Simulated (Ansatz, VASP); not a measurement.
## Mg2C in VASP and in Ansatz

```
CELL_PARAMETERS angstrom
0.00000 2.87279 2.71999
2.87279 0.00000 2.71999
2.87279 2.87279 0.00000
ATOMIC_POSITIONS crystal
C 0.00000 0.00000 0.00000
Mg 0.25000 0.25000 0.25000
Mg 0.75000 0.75000 0.75000
```

Change from the starting cell: epitaxial_xy strain +6.0%.

Alike in both runs: task single point; functional r2SCAN; k mesh 8 × 8 × 8; no spin polarisation.

|  | VASP | Ansatz |
| --- | --- | --- |
| version | VASP 6.6.1 | Ansatz 0.2.0 |
| potentials or method | VASP PAW PBE potentials, release 64 (C, Mg) | plane waves, PAW |
| plane-wave cutoff (eV) | 520 | 500 |
| occupations | gaussian, width 0.01 eV | fixed |
| valence electrons in the cell | 8 | 24 |

Ansatz gave:

* gap on the k mesh at the Fermi level (eV): 0.82
* pressure (GPa): -9.1
* traceless stress, the component that is largest in VASP (GPa): 9.12

**Question.** What did VASP give for the same quantities?

**Answer.** gap on the k mesh at the Fermi level (eV): 0.82; pressure (GPa): -9.5; traceless stress, the component that is largest in VASP (GPa): 9.15.

VASP's potentials were made for PBE, not for r2SCAN. VASP's potentials hold 8 valence electrons a cell and Ansatz's 24, so a difference there can come from the potentials and not from the codes.
